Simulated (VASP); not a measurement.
Pd: single point with revPBE

Crystal: Pd.

```xyz
3
Lattice="4.7099 0.0000 0.0000 -2.3550 4.0789 0.0000 0.0000 0.0000 2.8030" Properties=species:S:1:pos:R:3 pbc="T T T"
Pd    0.0000    0.0000    2.8030
Pd    0.0000    2.7193    1.4015
Pd    2.3550    1.3596    1.4015
```

This isn't the form of Pd at room conditions, which is fcc.

```yaml
Program: VASP 6.6.1
Task: single point
Functional: revPBE
Potentials_or_basis: VASP PAW PBE potentials, release 64 (Pd)
Cutoff: 520 eV
k_mesh: 9 × 9 × 13
Occupations: fermi-dirac, width 0.1 eV
Spin: no spin polarisation
```

- Pressure: -11.9 GPa
- Band gap on the k mesh: zero (bands 15 and 16 overlap by 0.65 eV)

Stress tensor (GPa, compression positive):
```
-11.93   0.00   0.00
  0.00 -11.93   0.00
  0.00   0.00 -11.78
```

Levels at points of the mesh, in eV from the Fermi level:
```
           k point  band 12  band 13  band 14  band 15  band 16  band 17  band 18  band 19  band 20  band 21
(0.00, 0.00, 0.00)    -1.21    -1.10    -1.10     0.04     0.04     6.67     6.67     6.68     6.68     7.02
```

It took 39 s on 1 thread of Intel(R) Xeon(R) 6975P-C (Granite Rapids) (shared host), peak memory 0.22 GiB.

Caveat: the cell stands under tension; the PAW data sets were made with another functional, which shifts forces and pressure a little.
